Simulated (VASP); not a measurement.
The system is GaF.

```xyz
2
Lattice="3.1659 0.0000 0.0000 0.0000 3.1659 0.0000 0.0000 0.0000 3.1659" Properties=species:S:1:pos:R:3 pbc="T T T"
Ga    0.0000    0.0000    0.0000
F     1.5830    1.5830    1.5830
```

Base run:

```yaml
Program: VASP 6.6.1
Functional: r2SCAN-based global hybrid
Potentials_or_basis: VASP PAW PBE potentials, release 64 (Ga_d, F)
Cutoff: 520 eV
k_mesh: 5 × 5 × 5
Occupations: fermi-dirac, width 0.05 eV
Spin: no spin polarisation
```

Its results: band gap on the k mesh 3.02 eV, indirect (least direct gap 3.71 eV); pressure -2.1 GPa.

**Question.** The run is repeated on the same cell with these changes: functional from r2SCAN-based global hybrid to HSE06. What comes out?

**Answer.** Band gap on the k mesh 2.86 eV, indirect (least direct gap 3.72 eV); pressure -0.7 GPa.

Caveats: the PAW data sets were made with another functional, which shifts forces and pressure a little.

A k mesh can miss the band edges.
